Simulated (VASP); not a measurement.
A run of VASP 6.6.1 is set up as follows.

File INCAR:

```
PREC     = Accurate       # precision mode
ENCUT    = 600            # plane-wave cutoff, eV
EDIFF    = 1E-6           # SCF threshold, eV
ISMEAR   = 0              # smearing method
SIGMA    = 0.1            # smearing width, eV
LREAL    = F              # projectors in reciprocal space
LASPH    = T              # aspherical terms in the spheres
NELM     = 80             # most SCF steps
ALGO     = Normal         # electronic algorithm
ISIF     = 3              # what is computed and relaxed
LWAVE    = F              # write WAVECAR
LCHARG   = F              # write CHGCAR
GGA      = PE             # functional
IBRION   = 2              # ionic algorithm
NSW      = 100            # ionic steps
EDIFFG   = -0.01          # ionic threshold
```

Contents of KPOINTS:

```
regular mesh
0
Gamma
  10 10 10
```

POSCAR

```
SnAs3
1.0
    4.4161024115      0.0000000000      0.0000000000
    0.0000000000      4.4161024115      0.0000000000
    0.0000000000      0.0000000000      4.4161024115
Sn As
1 3
Direct
    0.0000000000      0.0000000000      0.0000000000
    0.0000000000      0.5000000000      0.5000000000
    0.5000000000      0.0000000000      0.5000000000
    0.5000000000      0.5000000000      0.0000000000
```

Potentials or basis: VASP PAW PBE potentials, release 64 (Sn_d, As).

The run is started by

```console
$ cat potpaw_PBE.64/Sn_d/POTCAR potpaw_PBE.64/As/POTCAR > POTCAR
$ mpirun -np 1 vasp_std > vasp.out
```

What does it give for the band gap on the k mesh?

Zero (an odd number of electrons rules out a gap without spin polarisation).

Predict the space group after relaxing (to 0.1 Å).

Pm-3m (No. 221).

Final structure:
```yaml
crystal:
  lattice:
    - [4.41322, 0.00000, 0.00000]
    - [0.00000, 4.41322, 0.00000]
    - [0.00000, 0.00000, 4.41322]
  atoms:
    - { symbol: Sn, position: [0.00000, 0.00000, 0.00000] }
    - { symbol: As, position: [0.00000, 0.50000, 0.50000] }
    - { symbol: As, position: [0.50000, 0.00000, 0.50000] }
    - { symbol: As, position: [0.50000, 0.50000, 0.00000] }
```

Caveat: spin-orbit coupling is left out, which moves the levels of the heavy elements.
